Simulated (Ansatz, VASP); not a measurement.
# One calculation of MoS2, two programs

INCAR

```
PREC = Accurate
ENCUT = 520
EDIFF = 1E-6
ISMEAR = 0
SIGMA = 0.15
LREAL = F
LASPH = T
NELM = 60
ALGO = Normal
ISIF = 2
LWAVE = F
LCHARG = T
GGA = PE
IVDW = 12
LELF = T
LVHAR = T
NBANDS = 20
```

The input KPOINTS:

```
Automatic mesh
0
Gamma
  15 15 15
```

Contents of POSCAR:

```
MoS2
1.0
    1.5671157387      0.9047746936      5.9549887142
   -1.5671157387      0.9047746936      5.9549887142
    0.0000000000     -1.8095493872      5.9549887142
Mo S
1 2
Direct
    0.0000000000      0.0000000000      0.0000000000
    0.7439364130      0.7439364130      0.7812385173
    0.2560635870      0.2560635870      0.2187614827
```

Input for Ansatz:

```yaml
crystal:
  lattice:
    - [1.5671157387, 0.9047746936, 5.9549887142]
    - [-1.5671157387, 0.9047746936, 5.9549887142]
    - [0.0, -1.8095493872, 5.9549887142]
  atoms:
    - { symbol: Mo, position: [0.0, 0.0, 0.0] }
    - { symbol: S, position: [0.743936413, 0.743936413, 0.7812385173] }
    - { symbol: S, position: [0.256063587, 0.256063587, 0.2187614827] }
basis:
  ecutwfc: 420
kpoints:
  mp_grid: { grid: [15, 15, 15] }
hamiltonian:
  xc: pbe
  pseudopotentials: { kind: paw, azcp: { folder: soft_1 } }
  dispersion: d3bj
scf:
  occupations: { method: gaussian, width: 0.15 }
output:
  forces: true
  stress: true
  eigenvalues: true
```

Change from the starting cell: mode 7 frozen in at -0.068 Å, normal strain along y +0.0000.

Alike in both runs: task single point; functional PBE; dispersion D3(BJ); k mesh 15 × 15 × 15; occupations gaussian, width 0.15 eV; no spin polarisation.

|  | VASP | Ansatz |
| --- | --- | --- |
| version | VASP 6.6.1 | Ansatz 0.2.0 |
| potentials or method | VASP PAW PBE potentials, release 64 (Mo_sv, S), cutoff 520 eV | scalar-relativistic, plane waves, PAW |
| valence electrons in the cell | 26 | 26 |

|  | VASP | Ansatz | Ansatz less VASP |
| --- | --- | --- | --- |
| gap on the k mesh at the Fermi level (eV) | none | none | - |
| pressure (GPa) | 0.2 | 0.3 | +0.11 |
| traceless stress, the component that is largest in VASP (GPa) | 5.00 | 5.01 | +0.014 |
| rms of the force components (eV/Å) | 0.249 | 0.250 | +0.0007 |

Atom by atom the forces differ by 0.006 eV/Å (rms over components). A gap of «none» marks a metal or a gap that the smearing closes.
